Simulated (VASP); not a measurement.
# CaSe (P6_3/mmc) in VASP: single point with PBE

Aim: the single point of CaSe with PBE.

Program: VASP 6.6.1. These are calculated values, not measurements. Logs are shortened: lines on timing, memory, paths and dates and some standing lists are left out, and cuts for length are marked.

### 1 The cell of the first run

The structure is hexagonal, space group P6_3/mmc (No. 194). Conventional cell: a = 5.006 Å, b = 5.006 Å, c = 5.876 Å, α = 90.00°, β = 90.00°, γ = 120.00°. Ca (site symmetry -6m2) has 5 Se at 2.89 to 2.94 Å within 3.8 Å. Se (site symmetry -6m2) has 5 Ca at 2.89 to 2.94 Å within 3.8 Å.

### 2 Single point, PBE

The input, INCAR:

```
SYSTEM = CaSe
  PREC = Accurate
  ENCUT = 520
  EDIFF = 1E-6
  ISMEAR = 0
  SIGMA = 0.01
  LREAL = .False.
  LASPH = .True.
  NELM = 100
  ALGO = Normal
  ISIF = 2
  LWAVE = .False.
  LCHARG = .False.
  GGA = PE
  NBANDS = 24
```

The input, KPOINTS:

```
Automatic mesh
0
Gamma
  6 6 4
  0 0 0
```

The input, POSCAR:

```
CaSe
1.0
    5.0055965804      0.0000000000      0.0000000000
   -2.5027982902      4.3349737997      0.0000000000
    0.0000000000      0.0000000000      5.8757325013
Ca Se
2 2
Direct
    0.3333333333      0.6666666667     -0.0624992791
    0.6666666667      0.3333333333      0.4375007209
    0.3333333333      0.6666666667      0.4374992791
    0.6666666667      0.3333333333      0.9374992791
```

Potentials or basis: VASP PAW PBE potentials, release 64 (Ca_sv, Se).

The run is started by

```console
$ cat potpaw_PBE.64/Ca_sv/POTCAR potpaw_PBE.64/Se/POTCAR > POTCAR
$ mpirun -np 1 vasp_std > vasp.out
```

OUTCAR:

```text
SYSTEM = CaSe
   PREC = Accurate
   ENCUT = 520
   EDIFF = 1E-6
   ISMEAR = 0
   LREAL = .False.
   LASPH = .True.
   NELM = 100
   ISIF = 2
   GGA = PE

 ion  position               nearest neighbor table
   1  0.333  0.667  0.938-   4 2.89   4 2.89   4 2.89   3 2.94   3 2.94
   2  0.667  0.333  0.438-   3 2.89   3 2.89   3 2.89   4 2.94   4 2.94
   3  0.333  0.667  0.437-   2 2.89   2 2.89   2 2.89   1 2.94   1 2.94
   4  0.667  0.333  0.937-   1 2.89   1 2.89   1 2.89   2 2.94   2 2.94

  LATTYP: Found a hexagonal cell.
 ALAT       =     5.0055965804
 C/A-ratio  =     1.1738326105

  Lattice vectors:

 A1 = (   5.0055965804,   0.0000000000,   0.0000000000)
 A2 = (  -2.5027982902,   4.3349737997,   0.0000000000)
 A3 = (   0.0000000000,   0.0000000000,   5.8757325013)

Analysis of symmetry for initial positions (statically):
=====================================================================
 Subroutine PRICEL returns:
 Original cell was already a primitive cell.

 Routine SETGRP: Setting up the symmetry group for a
 hexagonal supercell.

 Subroutine GETGRP returns: Found 24 space group operations
 (whereof  6 operations were pure point group operations)
 out of a pool of 24 trial point group operations.

The static configuration has the point symmetry C_3v.
 The point group associated with its full space group is D_6h.

Analysis of symmetry for dynamics (positions and initial velocities):
=====================================================================
 Subroutine PRICEL returns:
 Original cell was already a primitive cell.

 Routine SETGRP: Setting up the symmetry group for a
 hexagonal supercell.

 Subroutine GETGRP returns: Found 24 space group operations
 (whereof  6 operations were pure point group operations)
 out of a pool of 24 trial point group operations.

The dynamic configuration has the point symmetry C_3v.
 The point group associated with its full space group is D_6h.

 Subroutine INISYM returns: Found 24 space group operations
 (whereof  6 operations are pure point group operations),
 and found     1 'primitive' translations

----------------------------------------------------------------------------------------

                                     Primitive cell

  volume of cell :     127.4983

  direct lattice vectors                    reciprocal lattice vectors
     5.005596580  0.000000000  0.000000000     0.199776387  0.115340951  0.000000000
    -2.502798290  4.334973800  0.000000000     0.000000000  0.230681902  0.000000000
     0.000000000  0.000000000  5.875732501     0.000000000  0.000000000  0.170191546

  length of vectors
     5.005596580  5.005596580  5.875732501     0.230681902  0.230681902  0.170191546

  position of ions in fractional coordinates (direct lattice)
     0.333333333  0.666666667  0.937500721
     0.666666667  0.333333333  0.437500721
     0.333333333  0.666666667  0.437499279
     0.666666667  0.333333333  0.937499279

  ion indices of the primitive-cell ions
   primitive index   ion index
                 1           1
                 2           2
                 3           3
                 4           4

----------------------------------------------------------------------------------------

 KPOINTS: Automatic mesh

Automatic generation of k-mesh.
 Grid dimensions read from file:
 generate k-points for:    6    6    4

 Generating k-lattice:

  Cartesian coordinates                     Fractional coordinates (reciprocal lattice)
     0.033296065  0.019223492  0.000000000     0.166666667  0.000000000  0.000000000
     0.000000000  0.038446984  0.000000000     0.000000000  0.166666667  0.000000000
     0.000000000  0.000000000  0.042547887     0.000000000  0.000000000  0.250000000

  Length of vectors
     0.038446984  0.038446984  0.042547887

  Shift w.r.t. Gamma in fractional coordinates (k-lattice)
     0.000000000  0.000000000  0.000000000

 Subroutine IBZKPT returns following result:
 ===========================================

 Found     21 irreducible k-points:

 Following reciprocal coordinates:
            Coordinates               Weight
  0.000000  0.000000  0.000000      1.000000
  0.166667  0.000000  0.000000      6.000000
  0.333333  0.000000  0.000000      6.000000
  0.500000 -0.000000  0.000000      3.000000
  0.166667  0.166667  0.000000      6.000000
  0.333333  0.166667  0.000000     12.000000
[... 13 lines left out ...]
  0.333333  0.166667  0.500000     12.000000
  0.333333  0.333333  0.500000      2.000000
   k-points           NKPTS =     21   k-points in BZ     NKDIM =     21   number of bands    NBANDS=     24
   number of dos      NEDOS =    301   number of ions     NIONS =      4
   total plane-waves  NPLWV =  76800
   dimension x,y,z NGX =    40 NGY =   40 NGZ =   48
   dimension x,y,z NGXF=    80 NGYF=   80 NGZF=   96
   ions per type =               2   2
   NGX,Y,Z   is equivalent  to a cutoff of  13.28, 13.28, 13.58 a.u.
   NGXF,Y,Z  is equivalent  to a cutoff of  26.57, 26.57, 27.16 a.u.
 SYSTEM =  CaSe
   PREC   = accura    normal or accurate (medium, high low for compatibility)
   ISTART =      0    job   : 0-new  1-cont  2-samecut
   ICHARG =      2    charge: 1-file 2-atom 10-const
   ISPIN  =      1    spin polarized calculation?
   LNONCOLLINEAR =      F non collinear calculations
   LSORBIT =      F    spin-orbit coupling
   LASPH  =      T    aspherical Exc in radial PAW
   ENCUT  =  520.0 eV  38.22 Ry    6.18 a.u.   9.31  9.31 10.92*2*pi/ulx,y,z
   NELM   =    100;   NELMIN=  2; NELMDL= -5     # of ELM steps
   EDIFF  = 0.1E-05   stopping-criterion for ELM
   LREAL  =      F    real-space projection
   EDIFFG = 0.1E-04   stopping-criterion for IOM
   NSW    =      0    number of steps for IOM
   IBRION =     -1    ionic relax: 0-MD 1-quasi-New 2-CG
   NFREE  =      0    steps in history (QN), initial steepest desc. (CG)
   ISIF   =      2    stress and relaxation
   ISYM   =      2    0-nonsym 1-usesym 2-fastsym
   POTIM  = 0.5000    time-step for ionic-motion
   TEBEG  =    0.0;   TEEND  =   0.0 temperature during run
   PSTRESS=    0.0 pullay stress
   NELECT =      32.0000    total number of electrons
   NUPDOWN=      -1.0000    fix difference up-down
   EMIN   =  10.00;   EMAX   =-10.00  energy-range for DOS
   EFERMI =   0.00;   METHOD = LEGACY
   ISMEAR =     0;   SIGMA  =   0.01  broadening in eV -4-tet -1-fermi 0-gaus
   EFERMI_NEDOS =   21; number of points for ismear=-14 and -15
   IALGO  =     38    algorithm
   IMIX   =      4    mixing-type and parameters
     AMIX     =   0.40;   BMIX     =  1.00
     AMIX_MAG =   1.60;   BMIX_MAG =  1.00
  volume/ion in A,a.u.               =      31.87       215.10
  Fermi-wavevector in a.u.,A,eV,Ry     =   1.032658  1.951442 14.509029  1.066384
  Thomas-Fermi vector in A             =   2.166867
   LORBIT       =      0    0 simple, 1 ext, 2 COOP (PROOUT), +10 PAW based schemes
   GGA     = PE    functional components
   LHFCALC =     F    Hartree Fock is set to
   AEXX    =    0.0000 exact exchange contribution
   IVDW    =     0    specifies the selected vdW correction
   LEPSILON=     F    determine dielectric tensor
   LRPA    =     F    only Hartree local field effects (RPA)
 non-spin polarized calculation
 Gauss-broadening in eV      SIGMA  =   0.01
  energy-cutoff  :      520.00
  volume of cell :      127.50
 maximum number of plane-waves:      3460
 NGX is ok and might be reduce to    40
   NGX = 19   NGY = 19   NGZ = 21

 number of electron      32.0000003 magnetization

 Free energy of the ion-electron system (eV)
  ---------------------------------------------------
  ext. energy  EPLUGINS =         0.00000000
  ---------------------------------------------------
  free energy    TOTEN  =       -18.49987352 eV

  energy without entropy =      -18.49987352  energy(sigma->0) =      -18.49987352

 E-fermi :   1.2413     XC(G=0):  -8.0258

 val. band max:        1.1845559265   @ k =   0.0000   0.0000   0.0000
 cond. band min:       3.6284405226   @ k =   0.3333   0.3333   0.0000
 fundamental gap:      2.4438845961
 Fermi energy:         1.2412551012

 k-point     1 :       0.0000    0.0000    0.0000
  band No.  band energies     occupation
      1     -38.7113      2.00000
      2     -38.7029      2.00000
      3     -19.7618      2.00000
      4     -19.7618      2.00000
      5     -19.7556      2.00000
      6     -19.7330      2.00000
[... 16 lines left out ...]
     23       6.4691      0.00000
     24       7.0787      0.00000

 k-point     2 :       0.1667    0.0000    0.0000
  band No.  band energies     occupation
      1     -38.7107      2.00000
      2     -38.7033      2.00000
      3     -19.7660      2.00000
      4     -19.7639      2.00000
      5     -19.7510      2.00000
      6     -19.7396      2.00000
[... 16 lines left out ...]
     23       6.5138      0.00000
     24       6.6409      0.00000

 k-point     3 :       0.3333    0.0000    0.0000
  band No.  band energies     occupation
      1     -38.7092      2.00000
      2     -38.7044      2.00000
      3     -19.7742      2.00000
      4     -19.7679      2.00000
      5     -19.7529      2.00000
      6     -19.7393      2.00000
[... 16 lines left out ...]
     23       6.2863      0.00000
     24       6.6667      0.00000
[... 433 lines left out ...]
 k-point    20 :       0.3333    0.1667    0.5000
  band No.  band energies     occupation
      1     -38.7066      2.00000
      2     -38.7066      2.00000
      3     -19.7925      2.00000
      4     -19.7925      2.00000
      5     -19.7527      2.00000
      6     -19.7527      2.00000
[... 16 lines left out ...]
     23       6.6435      0.00000
     24       6.6435      0.00000

 k-point    21 :       0.3333    0.3333    0.5000
  band No.  band energies     occupation
      1     -38.7066      2.00000
      2     -38.7066      2.00000
      3     -19.7952      2.00000
      4     -19.7952      2.00000
      5     -19.7550      2.00000
      6     -19.7550      2.00000
[... 16 lines left out ...]
     23       6.7440      0.00000
     24       6.7440      0.00000

------------------------ aborting loop because EDIFF is reached ----------------------------------------

  FORCE on cell =-STRESS in cart. coord.  units (eV):
  Direction    XX          YY          ZZ          XY          YZ          ZX
  --------------------------------------------------------------------------------------
  -------------------------------------------------------------------------------------
  Total        0.4906661      0.4906661      0.4940399      0.0000000      0.0000000     -0.0000000
  in kB        6.1658412      6.1658412      6.2082373      0.0000000      0.0000000     -0.0000000
  external PRESSURE =       6.1799732 kB  Pullay stress =       0.0000000 kB

 VOLUME and BASIS-vectors are now :
 -----------------------------------------------------------------------------
  energy-cutoff  :      520.00
  volume of cell :      127.50
      direct lattice vectors                 reciprocal lattice vectors
     5.005596580  0.000000000  0.000000000     0.199776387  0.115340951  0.000000000
    -2.502798290  4.334973800  0.000000000     0.000000000  0.230681902  0.000000000
     0.000000000  0.000000000  5.875732501     0.000000000  0.000000000  0.170191546

 POSITION                                       TOTAL-FORCE (eV/Angst)
 -----------------------------------------------------------------------------------
     -0.00000      2.88998      5.50850        -0.000000      0.000000     -0.000000
      2.50280      1.44499      2.57064         0.000000     -0.000000     -0.000000
     -0.00000      2.88998      2.57063         0.000000      0.000000      0.000000
      2.50280      1.44499      5.50849        -0.000000      0.000000     -0.000000
 -----------------------------------------------------------------------------------
    total drift:                               -0.000000      0.000000      0.005848

  FREE ENERGIE OF THE ION-ELECTRON SYSTEM (eV)
  ---------------------------------------------------
  free  energy   TOTEN  =       -18.4998735229 eV

  energy  without entropy=      -18.4998735229  energy(sigma->0) =      -18.49987352
```

Wall time 2.4 min (1 thread of AMD EPYC, shared host); peak memory 0.25 GiB.

Results:

* Free energy: -18.4999 eV
* Pressure: 0.6 GPa
* Band gap on the k mesh: 2.44 eV, indirect (least direct gap 2.57 eV)

Levels at points of the mesh, in eV from the valence-band top:
| k point | band 12 | band 13 | band 14 | band 15 | band 16 | band 17 | band 18 | band 19 | band 20 | band 21 |
| --- | --- | --- | --- | --- | --- | --- | --- | --- | --- | --- |
| (0.00, 0.00, 0.00) | -1.56 | -1.56 | -1.06 | -1.06 | 0.00 | 2.57 | 3.55 | 3.55 | 4.35 | 4.93 |
| (0.50, 0.00, 0.00) | -1.61 | -1.58 | -1.46 | -1.01 | -0.51 | 3.04 | 3.28 | 3.71 | 4.53 | 4.58 |
| (0.00, 0.00, 0.50) | -1.95 | -1.40 | -1.40 | -1.40 | -1.40 | 3.76 | 3.76 | 4.96 | 4.96 | 4.96 |
| (0.50, 0.00, 0.50) | -2.67 | -1.23 | -1.23 | -1.06 | -1.06 | 3.60 | 3.60 | 4.65 | 4.65 | 5.21 |
